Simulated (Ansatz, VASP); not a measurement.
## One calculation of EuO, two programs

```
CELL_PARAMETERS angstrom
0.00000 2.57195 2.57195
2.57195 0.00000 2.57195
2.57195 2.57195 0.00000
ATOMIC_POSITIONS crystal
Eu 0.00000 0.00000 0.00000
O 0.50000 0.50000 0.50000
```

Alike in both runs: task relaxation of cell and atoms; functional PBE; k mesh 12 × 12 × 12; occupations gaussian, width 0.01 eV; collinear spin; Hubbard terms Eu f U = 6.0 eV.

```csv
,VASP,Ansatz
version,VASP 6.6.1,Ansatz 0.2.0
potentials or method,"VASP PAW PBE potentials, release 64 (Eu, O), cutoff 600 eV","scalar-relativistic, plane waves, PAW"
valence electrons in the cell,23,23
```

```csv
,VASP,Ansatz,Ansatz less VASP
"gap on the k mesh at the Fermi level, each at its own relaxed structure (eV)",0.04,0.39,+0.348
net moment per atom (μB),3.50,3.50,0.000
size of the moment on the site where the two differ most (μB),6.73,6.76,+0.035
relaxed volume (Å³/atom),17.25,17.34,+0.083
relaxed cell length with the largest relative difference (Å),3.654,3.660,+0.0059
```

Site moments also hang on the region over which each program counts them. The programs project onto different local orbitals, so the same U acts differently, and such runs can settle in different states.

Neither program's run includes spin-orbit coupling.
